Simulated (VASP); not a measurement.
Set up this calculation in VASP 6.6.1, as the native input.

* Task: density of states
* Functional: PBE
* Potentials or basis: VASP PAW PBE potentials, release 64 (As)
* Cutoff: 520 eV
* k mesh: 13 × 13 × 13
* Occupations: fermi-dirac, width 0.08 eV
* Spin: no spin polarisation
* Dipole correction: no
* k mesh for the DOS: 20 × 20 × 20
* Occupations for the DOS: tetrahedron
* Further INCAR settings: ALGO = Normal; EDIFF = 1e-06

The system is As.

```xyz
2
Lattice="0.0000 3.0537 3.0537 3.0537 0.0000 3.0537 3.0537 3.0537 0.0000" Properties=species:S:1:pos:R:3 pbc="T T T"
As   -0.7634   -0.7634   -0.7634
As    0.7634    0.7634    0.7634
```

These files were run (other wordings do the same):

POSCAR

```
As
1.0
    0.0000000000      3.0536822402      3.0536822402
    3.0536822402      0.0000000000      3.0536822402
    3.0536822402      3.0536822402      0.0000000000
As
2
Direct
   -0.1250000000     -0.1250000000     -0.1250000000
    0.1250000000      0.1250000000      0.1250000000
```

INCAR.step1

```
PREC     = Accurate       # precision mode
ENCUT    = 520            # plane-wave cutoff, eV
EDIFF    = 1E-6           # SCF threshold, eV
ISMEAR   = -1             # smearing method
SIGMA    = 0.08           # smearing width, eV
LREAL    = False          # projectors in reciprocal space
LASPH    = True           # aspherical terms in the spheres
NELM     = 80             # most SCF steps
ALGO     = Normal         # electronic algorithm
ISIF     = 2              # what is computed and relaxed
LWAVE    = False          # write WAVECAR
LCHARG   = True           # write CHGCAR
GGA      = PE             # functional
NBANDS   = 12             # bands
```

KPOINTS.step1

```
Automatic mesh
0
Gamma
  13 13 13
```

INCAR.step2

```
PREC     = Accurate       # precision mode
ENCUT    = 520            # plane-wave cutoff, eV
EDIFF    = 1E-6           # SCF threshold, eV
ISMEAR   = -5             # smearing method
SIGMA    = 0.08           # smearing width, eV
LREAL    = False          # projectors in reciprocal space
LASPH    = True           # aspherical terms in the spheres
NELM     = 80             # most SCF steps
ALGO     = Normal         # electronic algorithm
ISIF     = 2              # what is computed and relaxed
LWAVE    = False          # write WAVECAR
LCHARG   = False          # write CHGCAR
GGA      = PE             # functional
LORBIT   = 11             # projections on sites
NEDOS    = 1001           # points of the DOS
ICHARG   = 11             # starting density
```

KPOINTS.step2

```
Automatic mesh
0
Gamma
  20 20 20
```

Potentials or basis: VASP PAW PBE potentials, release 64 (As).

The run is started by

```console
$ cat potpaw_PBE.64/As/POTCAR > POTCAR
$ cp INCAR.step1 INCAR
$ cp KPOINTS.step1 KPOINTS
$ mpirun -np 1 vasp_std > vasp.out
$ cp INCAR.step2 INCAR
$ cp KPOINTS.step2 KPOINTS
$ mpirun -np 1 vasp_std > vasp.out
```

It gave:

```yaml
Valence_electrons_inside_the_program's_atomic_spheres: As 2.66
```

Wall time 63 s on 1 thread of AMD EPYC 7R13 Processor (Zen 3), with other jobs on the host, peak memory 0.23 GiB.
